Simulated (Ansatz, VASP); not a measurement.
Two plane-wave programs on SnO

INCAR

```
SYSTEM = SnO
  PREC = Accurate
  ENCUT = 520
  EDIFF = 1E-6
  ISMEAR = 0
  SIGMA = 0.05
  LREAL = .False.
  LASPH = .True.
  NELM = 80
  ALGO = Normal
  ISIF = 2
  LWAVE = .False.
  LCHARG = .False.
  GGA = CA
  NBANDS = 50
```

The input KPOINTS:

```
regular mesh
0
Gamma
  6 8 3
  0 0 0
```

File POSCAR:

```
SnO
1.0
    0.0000000000      0.0000000000     -4.2219700000
   -3.3550050000      0.0000000000      0.0000000000
   -0.6710010000     11.3482080000      0.0000000000
Sn O
4 4
Direct
    0.4868560000     -0.1731909000      0.8659545000
    0.4868560000     -0.0731909000      0.3659545000
    0.9868560000      0.4731909000      0.1340455000
    0.9868560000      0.3731909000      0.6340455000
    0.2631430000     -0.0391250000      0.1956250000
    0.2631430000     -0.1391250000      0.6956250000
    0.7631430000      0.3391250000      0.8043750000
    0.7631430000      0.4391250000      0.3043750000
```

Input for Ansatz:

```yaml
crystal:
  lattice:
    - [0.0, 0.0, -4.22197]
    - [-3.355005, 0.0, 0.0]
    - [-0.671001, 11.348208, 0.0]
  atoms:
    - { symbol: Sn, position: [0.486856, -0.1731909, 0.8659545] }
    - { symbol: Sn, position: [0.486856, -0.0731909, 0.3659545] }
    - { symbol: Sn, position: [0.986856, 0.4731909, 0.1340455] }
    - { symbol: Sn, position: [0.986856, 0.3731909, 0.6340455] }
    - { symbol: O, position: [0.263143, -0.039125, 0.195625] }
    - { symbol: O, position: [0.263143, -0.139125, 0.695625] }
    - { symbol: O, position: [0.763143, 0.339125, 0.804375] }
    - { symbol: O, position: [0.763143, 0.439125, 0.304375] }
basis:
  ecutwfc: 420
kpoints:
  mp_grid: { grid: [6, 8, 3] }
hamiltonian:
  xc: lda
scf:
  occupations: { method: gaussian, width: 0.05 }
output:
  forces: true
  stress: true
  eigenvalues: true
```

Alike in both runs: task single point; functional LDA; k mesh 6 × 8 × 3; occupations gaussian, width 0.05 eV; no spin polarisation.

|  | VASP | Ansatz |
| --- | --- | --- |
| version | VASP 6.6.1 | Ansatz 0.2.0 |
| potentials or method | VASP PAW LDA potentials, release 64 (Sn_d, O), cutoff 520 eV | scalar-relativistic, plane waves, PAW |
| valence electrons in the cell | 80 | 80 |

|  | VASP | Ansatz | Ansatz less VASP |
| --- | --- | --- | --- |
| gap on the k mesh at the Fermi level (eV) | 1.36 | 1.38 | +0.024 |
| least direct gap on the mesh (eV) | 1.69 | 1.73 | +0.032 |
| pressure (GPa) | -5.1 | -5.4 | -0.26 |
| traceless stress, the component that is largest in VASP (GPa) | -0.93 | -0.95 | -0.026 |
| rms of the force components (eV/Å) | 0.284 | 0.324 | +0.0402 |

LDA's correlation is that of Perdew and Zunger in VASP and of Perdew and Wang (1992) in Ansatz. Atom by atom the forces differ by 0.041 eV/Å (rms over components).
